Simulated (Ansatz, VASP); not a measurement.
One calculation of NaF, two programs

```
Na F
1.0
     0.00000    2.53126    2.53126
     2.53126    0.00000    2.53126
     2.53126    2.53126    0.00000
Na F
1 1
Direct
  0.00000 0.00000 0.00000
  0.25000 0.25000 0.25000
```

Alike in both runs: task single point; functional HSE06; k mesh 6 × 6 × 6; no spin polarisation.

|  | VASP | Ansatz |
| --- | --- | --- |
| version | VASP 6.6.1 | Ansatz 0.2.0 |
| potentials or method | VASP PAW PBE potentials, release 64 (Na_pv, F) | plane waves, PAW |
| plane-wave cutoff (eV) | 520 | 420 |
| occupations | gaussian, width 0.01 eV | fixed |
| valence electrons in the cell | 14 | 16 |

```tsv
	VASP	Ansatz	Ansatz less VASP
gap on the k mesh at the Fermi level (eV)	7.64	7.66	+0.028
pressure (GPa)	0.9	0.7	-0.15
```

VASP's potentials hold 14 valence electrons a cell and Ansatz's 16, so a difference there can come from the potentials and not from the codes. Ansatz's warnings: stress exchange threshold loose, stress scf threshold loose.
